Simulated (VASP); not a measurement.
Crystal: Bi.

```
Bi
1.0
     3.21664    0.00000    0.00000
     0.00000    3.20002    0.00000
    -0.07991    0.00000    6.40064
Bi
2
Direct
  0.54425 0.00000 0.74958
  0.45575 0.00000 0.25042
```

Base run:

| Quantity | Value |
| --- | --- |
| Program | VASP 6.6.1 |
| Functional | PBE |
| Potentials or basis | VASP PAW PBE potentials, release 64 (Bi_d) |
| Cutoff | 520 eV |
| k mesh | 8 × 8 × 4 |
| Occupations | fermi-dirac, width 0.05 eV |
| Spin | no spin polarisation |

Its results: band gap on the k mesh zero (band 15 reaches 11.05 eV, above the bottom of band 16 at 4.60 eV); pressure 3.3 GPa; largest force 0.021 eV/Å.

**Question.** After a change of settings the same cell gave: band gap on the k mesh zero (band 15 reaches 10.87 eV, above the bottom of band 16 at 4.43 eV); pressure 0.6 GPa; largest force 0.014 eV/Å. Which change was it?
A. functional from PBE to LDA; potentials or basis from VASP PAW PBE potentials, release 64 (Bi_d) to VASP PAW LDA potentials, release 64 (Bi_d)
B. functional from PBE to PBEsol; further incar settings from ALGO = Fast; EDIFF = 1e-06; NBANDS = 22 to ALGO = Fast; EDIFF = 1e-07; NBANDS = 22
C. functional from PBE to r2SCAN; further incar settings from ALGO = Fast; EDIFF = 1e-06; NBANDS = 22 to ALGO = Normal; EDIFF = 1e-06; NBANDS = 22

**Answer.** B.

Caveats: spin-orbit coupling is left out, which moves the levels of the heavy elements; the PAW data sets were made with another functional, which shifts forces and pressure a little (some runs).
